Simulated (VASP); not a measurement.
Runs of VASP 6.6.1 on BN. The structure is cubic, space group Fm-3m (No. 225). Conventional cell: a = 3.492 Å, b = 3.492 Å, c = 3.492 Å, α = 90.00°, β = 90.00°, γ = 90.00°. B (site symmetry m-3m) has 6 N at 1.75 Å within 2.3 Å. N (site symmetry m-3m) has 6 B at 1.75 Å within 2.3 Å. 

```csv
level,k mesh,grid for exact exchange (PRECFOCK),share of exact exchange,gap on the mesh (eV),pressure (GPa)
PBE0,8 × 8 × 8,Normal,0.25,3.07,(b)
PBE,12 × 12 × 12,-,-,1.20,3.9
PBE,8 × 8 × 8,-,-,(a),(c)
r2SCAN,8 × 8 × 8,-,-,1.48,0.4
HSE06,8 × 8 × 8,Normal,0.25,2.32,-8.1
```

Alike in all rows: no spin polarisation; cell a = 2.469 Å, angles 60.0°, 2 atoms; smearing gaussian 0.01 eV.

Estimate the missing entries.

(a) 1.33; (b) -8.3; (c) 3.8.

Caveats: the structure was generated, so it needn't be the stable form of BN; the PAW data sets were made with another functional, which shifts forces and pressure a little (at least some runs); the cell stands under tension (at least some runs); the cell stands under pressure (at least some runs).

A k mesh can miss the band edges.
